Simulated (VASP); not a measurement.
# Sc in VASP: further runs

The runs below take Sc through single point, with PBEsol.

Program: VASP 6.6.1. These are calculated values, not measurements. Logs are shortened: lines on timing, memory, paths and dates and some standing lists are left out, and cuts for length are marked.

**1. The cell of the first run**

The cell holds a slab with vacuum, 6 atoms: a = 3.277 Å, b = 3.277 Å, c = 27.706 Å, α = 90.00°, β = 90.00°, γ = 120.00°.

**2. Single point, PBEsol**

Input file INCAR:

```
PREC = Accurate
ENCUT = 520
EDIFF = 1E-6
ISMEAR = 0
SIGMA = 0.1
LREAL = F
LASPH = T
NELM = 60
ALGO = Normal
ISIF = 2
LWAVE = F
LCHARG = F
LDIPOL = T
IDIPOL = 3
DIPOL = 0.5 0.5 0.500
GGA = PS
NBANDS = 42
```

Input file KPOINTS:

```
regular mesh
0
Gamma
  12 12 1
```

Input file POSCAR:

```
Sc
1.0
    3.2769193511      0.0000000000      0.0000000000
   -1.6384596755      2.8378954042      0.0000000000
    0.0000000000      0.0000000000     27.7062695259
Sc
6
Direct
    0.6666666667      0.3333333333      0.2706968541
    0.3333333333      0.6666666667      0.3624181125
    0.6666666667      0.3333333333      0.4541393708
    0.3333333333      0.6666666667      0.5458606292
    0.6666666667      0.3333333333      0.6375818875
    0.3333333333      0.6666666667      0.7293031459
```

Potentials or basis: VASP PAW PBE potentials, release 64 (Sc_sv).

On the command line:

```sh
cat potpaw_PBE.64/Sc_sv/POTCAR > POTCAR
mpirun -np 1 vasp_std > vasp.out
```

OUTCAR:

```text
PREC = Accurate
   ENCUT = 520
   EDIFF = 1E-6
   ISMEAR = 0
   LREAL = F
   LASPH = T
   NELM = 60
   ISIF = 2
   GGA = PS

 ion  position               nearest neighbor table
   1  0.667  0.333  0.271-   2 3.17   2 3.17   2 3.17
   2  0.333  0.667  0.362-   3 3.17   3 3.17   3 3.17   1 3.17   1 3.17   1 3.17
   3  0.667  0.333  0.454-   2 3.17   2 3.17   2 3.17   4 3.17   4 3.17   4 3.17
   4  0.333  0.667  0.546-   5 3.17   5 3.17   5 3.17   3 3.17   3 3.17   3 3.17
   5  0.667  0.333  0.638-   4 3.17   4 3.17   4 3.17   6 3.17   6 3.17   6 3.17
   6  0.333  0.667  0.729-   5 3.17   5 3.17   5 3.17

  LATTYP: Found a hexagonal cell.
 ALAT       =     3.2769193511
 C/A-ratio  =     8.4549744920

  Lattice vectors:

 A1 = (   3.2769193511,   0.0000000000,   0.0000000000)
 A2 = (  -1.6384596755,   2.8378954042,   0.0000000000)
 A3 = (   0.0000000000,   0.0000000000,  27.7062695259)

Analysis of symmetry for initial positions (statically):
=====================================================================
 Subroutine PRICEL returns:
 Original cell was already a primitive cell.

 Routine SETGRP: Setting up the symmetry group for a
 hexagonal supercell.

 Subroutine GETGRP returns: Found 12 space group operations
 (whereof 12 operations were pure point group operations)
 out of a pool of 24 trial point group operations.

The static configuration has the point symmetry D_3d.

Analysis of symmetry for dynamics (positions and initial velocities):
=====================================================================
 Subroutine PRICEL returns:
 Original cell was already a primitive cell.

 Routine SETGRP: Setting up the symmetry group for a
 hexagonal supercell.

 Subroutine GETGRP returns: Found 12 space group operations
 (whereof 12 operations were pure point group operations)
 out of a pool of 24 trial point group operations.

The dynamic configuration has the point symmetry D_3d.

 Subroutine INISYM returns: Found 12 space group operations
 (whereof 12 operations are pure point group operations),
 and found     1 'primitive' translations

----------------------------------------------------------------------------------------

                                     Primitive cell

  volume of cell :     257.6560

  direct lattice vectors                    reciprocal lattice vectors
     3.276919351  0.000000000  0.000000000     0.305164666  0.176186902  0.000000000
    -1.638459676  2.837895404  0.000000000     0.000000000  0.352373804  0.000000000
     0.000000000  0.000000000 27.706269526     0.000000000  0.000000000  0.036092914

  length of vectors
     3.276919351  3.276919351 27.706269526     0.352373804  0.352373804  0.036092914

  position of ions in fractional coordinates (direct lattice)
     0.666666667  0.333333333  0.270696854
     0.333333333  0.666666667  0.362418113
     0.666666667  0.333333333  0.454139371
     0.333333333  0.666666667  0.545860629
     0.666666667  0.333333333  0.637581887
     0.333333333  0.666666667  0.729303146

  ion indices of the primitive-cell ions
   primitive index   ion index
                 1           1
                 2           2
                 3           3
                 4           4
                 5           5
                 6           6

----------------------------------------------------------------------------------------

 KPOINTS: regular mesh

Automatic generation of k-mesh.
 Grid dimensions read from file:
 generate k-points for:   12   12    1

 Generating k-lattice:

  Cartesian coordinates                     Fractional coordinates (reciprocal lattice)
     0.025430389  0.014682242  0.000000000     0.083333333  0.000000000  0.000000000
     0.000000000  0.029364484  0.000000000     0.000000000  0.083333333  0.000000000
     0.000000000  0.000000000  0.036092914     0.000000000  0.000000000  1.000000000

  Length of vectors
     0.029364484  0.029364484  0.036092914

  Shift w.r.t. Gamma in fractional coordinates (k-lattice)
     0.000000000  0.000000000  0.000000000

 Subroutine IBZKPT returns following result:
 ===========================================

 Found     19 irreducible k-points:

 Following reciprocal coordinates:
            Coordinates               Weight
  0.000000  0.000000  0.000000      1.000000
  0.083333  0.000000  0.000000      6.000000
  0.166667  0.000000  0.000000      6.000000
  0.250000  0.000000  0.000000      6.000000
  0.333333  0.000000  0.000000      6.000000
  0.416667  0.000000  0.000000      6.000000
[... 11 lines left out ...]
  0.333333  0.250000  0.000000     12.000000
  0.333333  0.333333  0.000000      2.000000
   k-points           NKPTS =     19   k-points in BZ     NKDIM =     19   number of bands    NBANDS=     42
   number of dos      NEDOS =    301   number of ions     NIONS =      6
   total plane-waves  NPLWV = 120960
   dimension x,y,z NGX =    24 NGY =   24 NGZ =  210
   dimension x,y,z NGXF=    48 NGYF=   48 NGZF=  420
   ions per type =               6
   NGX,Y,Z   is equivalent  to a cutoff of  12.18, 12.18, 12.60 a.u.
   NGXF,Y,Z  is equivalent  to a cutoff of  24.35, 24.35, 25.20 a.u.
 SYSTEM =  unknown system
   PREC   = accura    normal or accurate (medium, high low for compatibility)
   ISTART =      0    job   : 0-new  1-cont  2-samecut
   ICHARG =      2    charge: 1-file 2-atom 10-const
   ISPIN  =      1    spin polarized calculation?
   LNONCOLLINEAR =      F non collinear calculations
   LSORBIT =      F    spin-orbit coupling
   LASPH  =      T    aspherical Exc in radial PAW
   ENCUT  =  520.0 eV  38.22 Ry    6.18 a.u.   6.09  6.09 51.52*2*pi/ulx,y,z
   NELM   =     60;   NELMIN=  2; NELMDL= -5     # of ELM steps
   EDIFF  = 0.1E-05   stopping-criterion for ELM
   LREAL  =      F    real-space projection
   EDIFFG = 0.1E-04   stopping-criterion for IOM
   NSW    =      0    number of steps for IOM
   IBRION =     -1    ionic relax: 0-MD 1-quasi-New 2-CG
   NFREE  =      0    steps in history (QN), initial steepest desc. (CG)
   ISIF   =      2    stress and relaxation
   ISYM   =      2    0-nonsym 1-usesym 2-fastsym
   POTIM  = 0.5000    time-step for ionic-motion
   TEBEG  =    0.0;   TEEND  =   0.0 temperature during run
   PSTRESS=    0.0 pullay stress
   NELECT =      66.0000    total number of electrons
   NUPDOWN=      -1.0000    fix difference up-down
   EMIN   =  10.00;   EMAX   =-10.00  energy-range for DOS
   EFERMI =   0.00;   METHOD = LEGACY
   ISMEAR =     0;   SIGMA  =   0.10  broadening in eV -4-tet -1-fermi 0-gaus
   EFERMI_NEDOS =   21; number of points for ismear=-14 and -15
   IALGO  =     38    algorithm
   IMIX   =      4    mixing-type and parameters
     AMIX     =   0.40;   BMIX     =  1.00
     AMIX_MAG =   1.60;   BMIX_MAG =  1.00
  volume/ion in A,a.u.               =      42.94       289.79
  Fermi-wavevector in a.u.,A,eV,Ry     =   1.039703  1.964754 14.707665  1.080983
  Thomas-Fermi vector in A             =   2.174246
   LORBIT       =      0    0 simple, 1 ext, 2 COOP (PROOUT), +10 PAW based schemes
   GGA     = PS    functional components
   LHFCALC =     F    Hartree Fock is set to
   AEXX    =    0.0000 exact exchange contribution
   IVDW    =     0    specifies the selected vdW correction
   LEPSILON=     F    determine dielectric tensor
   LRPA    =     F    only Hartree local field effects (RPA)
 non-spin polarized calculation
 Gauss-broadening in eV      SIGMA  =   0.10
  energy-cutoff  :      520.00
  volume of cell :      257.66
 maximum number of plane-waves:      7008
   NGX = 13   NGY = 13   NGZ =103

 number of electron      66.0000017 magnetization

 dipolmoment           0.000000      0.000000     -0.000000 electrons x Angstroem

 Free energy of the ion-electron system (eV)
  ---------------------------------------------------
  ext. energy  EPLUGINS =         0.00000000
  ---------------------------------------------------
  free energy    TOTEN  =       -38.03994725 eV

  energy without entropy =      -37.95163668  energy(sigma->0) =      -37.99579196

 E-fermi :   0.6428     XC(G=0):  -6.2984

 val. band max:        0.6423631643   @ k =   0.1667   0.0833   0.0000
 cond. band min:       0.6432849839   @ k =   0.4167   0.0000   0.0000
 fundamental gap:      0.0009218196
 Fermi energy:         0.6428212249

 k-point     1 :       0.0000    0.0000    0.0000
  band No.  band energies     occupation
      1     -48.9018      2.00000
      2     -48.9018      2.00000
      3     -48.4293      2.00000
      4     -48.3906      2.00000
      5     -48.3415      2.00000
      6     -48.3361      2.00000
[... 34 lines left out ...]
     41       2.2089      0.00000
     42       2.2144      0.00000

 k-point     2 :       0.0833    0.0000    0.0000
  band No.  band energies     occupation
      1     -48.8992      2.00000
      2     -48.8992      2.00000
      3     -48.4258      2.00000
      4     -48.3880      2.00000
      5     -48.3392      2.00000
      6     -48.3342      2.00000
[... 34 lines left out ...]
     41       2.1425      0.00000
     42       2.2578      0.00000

 k-point     3 :       0.1667    0.0000    0.0000
  band No.  band energies     occupation
      1     -48.8921      2.00000
      2     -48.8921      2.00000
      3     -48.4159      2.00000
      4     -48.3810      2.00000
      5     -48.3331      2.00000
      6     -48.3291      2.00000
[... 34 lines left out ...]
     41       2.3367      0.00000
     42       2.3550      0.00000

 k-point     4 :       0.2500    0.0000    0.0000
  band No.  band energies     occupation
      1     -48.8823      2.00000
      2     -48.8823      2.00000
      3     -48.4020      2.00000
      4     -48.3717      2.00000
      5     -48.3248      2.00000
      6     -48.3222      2.00000
[... 619 lines left out ...]
     41       1.6975      0.00000
     42       1.8475      0.00000

 k-point    18 :       0.3333    0.2500    0.0000
  band No.  band energies     occupation
      1     -48.8591      2.00000
      2     -48.8591      2.00000
      3     -48.3628      2.00000
      4     -48.3553      2.00000
      5     -48.3056      2.00000
      6     -48.3056      2.00000
[... 34 lines left out ...]
     41       1.5481      0.00000
     42       1.6598      0.00000

 k-point    19 :       0.3333    0.3333    0.0000
  band No.  band energies     occupation
      1     -48.8578      2.00000
      2     -48.8578      2.00000
      3     -48.3574      2.00000
      4     -48.3574      2.00000
      5     -48.3046      2.00000
      6     -48.3046      2.00000
[... 34 lines left out ...]
     41       1.3617      0.00000
     42       1.5815      0.00000

------------------------ aborting loop because EDIFF is reached ----------------------------------------

 vacuum level on the upper side and lower side of the slab       (xc-potential included)        -0.213        -0.213

  FORCE on cell =-STRESS in cart. coord.  units (eV):
  Direction    XX          YY          ZZ          XY          YZ          ZX
  --------------------------------------------------------------------------------------
  -------------------------------------------------------------------------------------
  Total       -1.1016023     -1.1016023     -0.6190869     -0.0000000     -0.0000000      0.0000000
  in kB       -6.8500737     -6.8500737     -3.8496567     -0.0000000     -0.0000000      0.0000000
  external PRESSURE =      -5.8499347 kB  Pullay stress =       0.0000000 kB

 VOLUME and BASIS-vectors are now :
 -----------------------------------------------------------------------------
  energy-cutoff  :      520.00
  volume of cell :      257.66
      direct lattice vectors                 reciprocal lattice vectors
     3.276919351  0.000000000  0.000000000     0.305164666  0.176186902  0.000000000
    -1.638459676  2.837895404  0.000000000     0.000000000  0.352373804  0.000000000
     0.000000000  0.000000000 27.706269526     0.000000000  0.000000000  0.036092914

 POSITION                                       TOTAL-FORCE (eV/Angst)
 -----------------------------------------------------------------------------------
      1.63846      0.94597      7.50000         0.000000     -0.000000      0.154738
     -0.00000      1.89193     10.04125        -0.000000     -0.000000     -0.189648
      1.63846      0.94597     12.58251         0.000000     -0.000000      0.012292
     -0.00000      1.89193     15.12376        -0.000000      0.000000     -0.012292
      1.63846      0.94597     17.66502         0.000000      0.000000      0.189648
     -0.00000      1.89193     20.20627        -0.000000      0.000000     -0.154738
 -----------------------------------------------------------------------------------
    total drift:                                0.000000     -0.000000      0.000000

  FREE ENERGIE OF THE ION-ELECTRON SYSTEM (eV)
  ---------------------------------------------------
  free  energy   TOTEN  =       -38.0399472522 eV

  energy  without entropy=      -37.9516366775  energy(sigma->0) =      -37.99579196

 vacuum level on the upper side and lower side of the slab         4.044         4.044
```

It took 4.5 min on 1 thread of Intel Xeon 6975P-C (Granite Rapids), shared host; peak memory 0.4 GiB.

What came out:

```
Free energy            : -38.0399 eV
Largest force          : 0.190 eV/Å
Band gap on the k mesh : zero (band 33 reaches 1.34 eV, above the bottom of band 34 at 0.55 eV)
```

Forces in eV/Å, atoms in the order of the input:
```
Sc   0.000  0.000  0.155
Sc   0.000  0.000 -0.190
Sc   0.000  0.000  0.012
Sc   0.000  0.000 -0.012
Sc   0.000  0.000  0.190
Sc   0.000  0.000 -0.155
```

Levels at points of the mesh, in eV from the Fermi level:
```tsv
k point	band 31	band 32	band 33	band 34	band 35	band 36
(0.00, 0.00, 0.00)	0.05	0.06	0.70	0.74	1.06	1.38
(0.50, 0.00, 0.00)	-0.60	-0.39	-0.28	-0.09	-0.05	0.52
```

Caveat: the PAW data sets were made with another functional, which shifts forces and pressure a little.

**3. Single point, PBEsol**

Input file INCAR:

```
SYSTEM = Sc
PREC = Accurate
ENCUT = 520
EDIFF = 1E-6
ISMEAR = 0
SIGMA = 0.1
LREAL = .False.
LASPH = .True.
NELM = 80
ALGO = Normal
ISIF = 2
LWAVE = .False.
LCHARG = .False.
LDIPOL = .True.
IDIPOL = 3
DIPOL = 0.5 0.5 0.500
GGA = PS
NBANDS = 42
```

Input file KPOINTS:

```
regular mesh
0
Gamma
  12 12 1
  0 0 0
```

Input file POSCAR:

```
Sc
1.0
    3.2769193511      0.0000000000      0.0000000000
   -1.6384596755      2.8378954042      0.0000000000
    0.0000000000      0.0000000000     27.7062695259
Sc
6
Direct
    0.6666666667      0.3333333333      0.2727883553
    0.3333333333      0.6666666667      0.3617946596
    0.6666666667      0.3333333333      0.4539717972
    0.3333333333      0.6666666667      0.5460282206
    0.6666666667      0.3333333333      0.6382053209
    0.3333333333      0.6666666667      0.7272116463
```

Potentials or basis: VASP PAW PBE potentials, release 64 (Sc_sv).

On the command line:

```sh
cat potpaw_PBE.64/Sc_sv/POTCAR > POTCAR
mpirun -np 1 vasp_std > vasp.out
```

It took 4.1 min on 1 thread of Intel Xeon 6975P-C (Granite Rapids), shared host; peak memory 0.4 GiB.

Results (log left out):

| Quantity | Value |
| --- | --- |
| Free energy | -38.0522 eV |
| Largest force | 0.006 eV/Å |
| Band gap on the k mesh | zero (band 33 reaches 1.35 eV, above the bottom of band 34 at 0.56 eV) |

Forces on the atoms (eV/Å):
```
Sc   0.000  0.000 -0.006
Sc   0.000  0.000 -0.002
Sc   0.000  0.000  0.001
Sc   0.000  0.000 -0.001
Sc   0.000  0.000  0.002
Sc   0.000  0.000  0.006
```

Levels at points of the mesh, in eV from the Fermi level:
| k point | band 31 | band 32 | band 33 | band 34 | band 35 | band 36 |
| --- | --- | --- | --- | --- | --- | --- |
| (0.00, 0.00, 0.00) | 0.04 | 0.05 | 0.70 | 0.81 | 1.19 | 1.37 |
| (0.50, 0.00, 0.00) | -0.59 | -0.38 | -0.27 | -0.09 | -0.05 | 0.54 |

Caveat: the PAW data sets were made with another functional, which shifts forces and pressure a little.
